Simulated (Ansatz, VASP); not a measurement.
Nb16B: VASP beside Ansatz

```
Nb B
1.0
     6.60000    0.00000    0.00000
     0.00000    6.60000    0.00000
     0.00000    0.00000    6.60000
Nb B
16 1
Direct
  0.99954 0.01864 0.01117
  0.49942 0.00340 0.99631
  0.99948 0.49563 0.01122
  0.99954 0.01860 0.48860
  0.25277 0.25756 0.24986
  0.49955 0.51099 0.99597
  0.49943 0.00343 0.50329
  0.74617 0.25745 0.24985
  0.99948 0.49568 0.48855
  0.24794 0.75713 0.24987
  0.24777 0.25696 0.74985
  0.49955 0.51106 0.50374
  0.75103 0.75724 0.24986
  0.75140 0.25697 0.74985
  0.19640 0.75681 0.74989
  0.80262 0.75693 0.74988
  0.49945 0.75785 0.74984
```

Alike in both runs: functional PBE; k mesh 2 × 2 × 2; occupations fermi-dirac, width 0.1 eV; no spin polarisation.

Ansatz relaxed the structure, and its values are those at the end. VASP's run is a single point on that final structure, the one shown.

```csv
,VASP,Ansatz
version,VASP 6.6.1,Ansatz 0.2.0
potentials or method,"VASP PAW PBE potentials, release 64 (Nb_sv, B), cutoff 520 eV","scalar-relativistic, plane waves, PAW"
valence electrons in the cell,211,211
```

Ansatz gave:

- rms of the force components (eV/Å): 0.013

Q: Which values does VASP return?

A: rms of the force components (eV/Å): 0.012.

The k mesh is coarse, so the values compare programs but aren't converged.
